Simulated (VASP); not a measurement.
Crystal: CaGeF4.

```
Ca Ge F
1.0
    -2.04283    3.49420    5.37056
     2.04283   -3.49420    5.37056
     2.04283    3.49420   -5.37056
Ca Ge F
1 1 4
Direct
  0.50000 0.50000 0.00000
  0.00000 0.00000 0.00000
  0.16576 0.50000 0.66576
  0.83424 0.50000 0.33424
  0.33034 0.00000 0.33034
  0.66966 0.00000 0.66966
```

The cell was generated, and may not be a known phase.

| Property | Result |
| --- | --- |
| Program | VASP 6.6.1 |
| Task | relaxation of cell and atoms |
| Functional | PBE |
| Potentials or basis | VASP PAW PBE potentials, release 64 (Ca_sv, Ge_d, F) |
| Cutoff | 600 eV |
| k mesh | 8 × 8 × 8 |
| Occupations | gaussian, width 0.02 eV |
| Spin | no spin polarisation |

At the start: pressure -0.0 GPa; volume 25.56 Å³/atom.

How do energy, volume and symmetry change on relaxing?

Over 22 steps the energy falls by 2.3 meV/atom and the volume is 22.85 Å³/atom (-10.6 %); space group Immm (No. 71, to 0.1 Å) before and after.

The path:
```tsv
step	energy change (eV)	largest force (eV/Å)	pressure (GPa)	volume (Å³)
1	0.0000	0.0200	-0.03	153.34
2	-0.0003	0.0077	-0.08	153.24
3	-0.0006	0.0294	-0.19	152.94
4	-0.0007	0.0314	-0.15	152.82
5	-0.0011	0.0370	-0.18	152.44
6	-0.0017	0.0484	-0.12	151.69
7	-0.0026	0.0714	-0.04	150.20
8	-0.0035	0.1207	0.14	147.22
9	-0.0037	0.1207	0.08	147.00
10	-0.0045	0.1199	0.15	146.33
11	-0.0059	0.1188	0.14	145.00
12	-0.0082	0.1160	0.14	142.32
13	-0.0111	0.1094	0.17	136.98
14	-0.0124	0.0634	0.01	137.43
15	-0.0128	0.0373	-0.13	137.87
16	-0.0131	0.0209	-0.06	137.70
17	-0.0132	0.0222	0.01	137.56
18	-0.0132	0.0203	0.00	137.57
19	-0.0133	0.0193	0.02	137.54
20	-0.0135	0.0172	-0.01	137.44
21	-0.0136	0.0289	-0.04	137.24
22	-0.0137	0.0094	0.00	137.09
```

Final structure:
```
Ca Ge F
1.0
    -2.04059    3.49279    4.80865
     2.04059   -3.49279    4.80865
     2.04059    3.49279   -4.80865
Ca Ge F
1 1 4
Cartesian
  0.0000 0.0000 4.8087
  0.0000 0.0000 0.0000
  2.0406 1.1556 0.0000
  0.0000 2.3372 4.8087
  0.0000 2.3056 0.0000
  0.0000 4.6800 0.0000
```
